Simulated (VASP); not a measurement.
**Na4H: single point with PBE**

Na4H, a slab with vacuum:

```
Na H
1.0
     7.26651    0.00000    0.00000
    -2.42217    6.85093    0.00000
     0.00000    0.00000   20.96654
Na H
8 2
Direct
  0.25000 0.25000 0.19078
  0.25000 0.75000 0.19078
  0.75000 0.25000 0.19078
  0.75000 0.75000 0.19078
  0.00000 0.00000 0.33227
  0.00000 0.50000 0.33227
  0.50000 0.00000 0.33227
  0.50000 0.50000 0.33227
  0.11506 0.33333 0.47535
  0.21827 0.33333 0.47535
```

```
Program             : VASP 6.6.1
Task                : single point
Functional          : PBE
Potentials or basis : VASP PAW PBE potentials, release 64 (Na_pv, H)
Cutoff              : 400 eV
k mesh              : 4 × 4 × 1
Occupations         : gaussian, width 0.1 eV
Spin                : no spin polarisation
```

```yaml
Largest_force: 0.079 eV/Å
Band_gap_on_the_k_mesh: zero (bands 29 and 30 overlap by 0.76 eV)
```

Forces in eV/Å, atoms in the order of the input:
```
Na   0.003 -0.002 -0.003
Na   0.001  0.003 -0.007
Na  -0.003 -0.001 -0.010
Na  -0.001  0.000 -0.015
Na  -0.003 -0.025 -0.015
Na  -0.024  0.017 -0.025
Na   0.004  0.001  0.001
Na   0.028  0.012 -0.022
H   -0.058 -0.001  0.055
H    0.052 -0.005  0.041
```

Levels at points of the mesh, in eV from the Fermi level:
```tsv
k point	band 26	band 27	band 28	band 29	band 30	band 31	band 32	band 33
(0.00, 0.00, 0.00)	-2.82	-1.16	0.34	0.35	0.35	0.36	0.74	1.14
(0.50, 0.00, 0.00)	-2.02	-2.01	-0.43	-0.33	0.09	0.10	1.28	1.52
(0.00, 0.50, 0.00)	-2.02	-2.01	-0.41	-0.33	0.09	0.10	1.36	1.51
(0.50, 0.50, 0.00)	-1.75	-1.74	-0.69	-0.67	-0.16	-0.07	0.86	0.94
```

Run time: 5.8 min on 1 thread of Intel(R) Xeon(R) 6975P-C (Granite Rapids) (shared host), peak memory 0.75 GiB.
